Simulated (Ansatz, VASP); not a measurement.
Two plane-wave programs on Al3GaN4

The input POSCAR:

```
Al3GaN4
1.0
   -5.0380822009      0.0000000000     -0.0000609628
    0.0000000000     -3.1249488261      0.0000000000
   -2.0218143651      0.0000000000     10.8207615760
Al Ga N
6 2 8
Direct
    0.2164673232      0.5000000000      0.7082775373
    0.4164673232      0.5000000000      0.2082775373
    0.9824912419      0.5000000000      0.0421009685
    0.7824912419      0.5000000000      0.5421009685
    0.6828067814      1.0000000000      0.7904722320
    0.8828067814      1.0000000000      0.2904722320
    0.1174044197      1.0000000000      0.9577522322
    0.3174044197      1.0000000000      0.4577522322
    0.5061696188      1.0000000000      0.9578085062
    0.7061696188      1.0000000000      0.4578085062
    0.5940379521      0.5000000000      0.7082161458
    0.7940379521      0.5000000000      0.2082161458
    0.3565901994      0.5000000000      0.0449905032
    0.1565901994      0.5000000000      0.5449905032
    0.0615532634      1.0000000000      0.7875823748
    0.2615532634      1.0000000000      0.2875823748
```

Contents of INCAR.step1:

```
PREC = Accurate
ENCUT = 520
ISMEAR = 0
SIGMA = 0.05
LREAL = Auto
LASPH = True
NELM = 100
NBANDS = 56
GGA = PE
ALGO = Normal
EDIFF = 1E-4
LWAVE = True
LCHARG = False
```

Contents of INCAR.step2:

```
PREC = Accurate
ENCUT = 520
EDIFF = 1E-6
ISMEAR = 0
SIGMA = 0.05
LREAL = Auto
LASPH = True
NELM = 100
ALGO = Normal
ISIF = 2
LWAVE = False
LCHARG = False
METAGGA = R2SCAN
LMIXTAU = True
NBANDS = 56
ISTART = 1
```

File KPOINTS:

```
regular mesh
0
Gamma
  5 7 2
```

Input for Ansatz:

```yaml
crystal:
  lattice:
    - [-5.0380822009, 0.0, -6.09628e-05]
    - [0.0, -3.1249488261, 0.0]
    - [-2.0218143651, 0.0, 10.820761576]
  atoms:
    - { symbol: Al, position: [0.2164673232, 0.5, 0.7082775373] }
    - { symbol: Al, position: [0.4164673232, 0.5, 0.2082775373] }
    - { symbol: Al, position: [0.9824912419, 0.5, 0.0421009685] }
    - { symbol: Al, position: [0.7824912419, 0.5, 0.5421009685] }
    - { symbol: Al, position: [0.6828067814, 1.0, 0.790472232] }
    - { symbol: Al, position: [0.8828067814, 1.0, 0.290472232] }
    - { symbol: Ga, position: [0.1174044197, 1.0, 0.9577522322] }
    - { symbol: Ga, position: [0.3174044197, 1.0, 0.4577522322] }
    - { symbol: "N", position: [0.5061696188, 1.0, 0.9578085062] }
    - { symbol: "N", position: [0.7061696188, 1.0, 0.4578085062] }
    - { symbol: "N", position: [0.5940379521, 0.5, 0.7082161458] }
    - { symbol: "N", position: [0.7940379521, 0.5, 0.2082161458] }
    - { symbol: "N", position: [0.3565901994, 0.5, 0.0449905032] }
    - { symbol: "N", position: [0.1565901994, 0.5, 0.5449905032] }
    - { symbol: "N", position: [0.0615532634, 1.0, 0.7875823748] }
    - { symbol: "N", position: [0.2615532634, 1.0, 0.2875823748] }
basis:
  ecutwfc: 500
kpoints:
  mp_grid: { grid: [5, 7, 2] }
hamiltonian:
  xc: r2scan
scf:
  occupations: { method: gaussian, width: 0.05 }
output:
  forces: true
  stress: true
  eigenvalues: true
```

Alike in both runs: task single point; functional r2SCAN; k mesh 5 × 7 × 2; occupations gaussian, width 0.05 eV; no spin polarisation.

|  | VASP | Ansatz |
| --- | --- | --- |
| version | VASP 6.6.1 | Ansatz 0.2.0 |
| potentials or method | VASP PAW PBE potentials, release 64 (Al, Ga_d, N), cutoff 520 eV | scalar-relativistic, plane waves, PAW |
| valence electrons in the cell | 84 | 84 |

|  | VASP | Ansatz | Ansatz less VASP |
| --- | --- | --- | --- |
| gap on the k mesh at the Fermi level (eV) | 0.61 | 0.62 | +0.004 |
| least direct gap on the mesh (eV) | 0.93 | 0.92 | -0.002 |
| pressure (GPa) | 15.9 | 15.8 | -0.12 |
| traceless stress, the component that is largest in VASP (GPa) | 13.24 | 13.10 | -0.143 |
| rms of the force components (eV/Å) | 2.736 | 2.716 | -0.0201 |

VASP's potentials were made for PBE, not for r2SCAN. Atom by atom the forces differ by 0.034 eV/Å (rms over components).
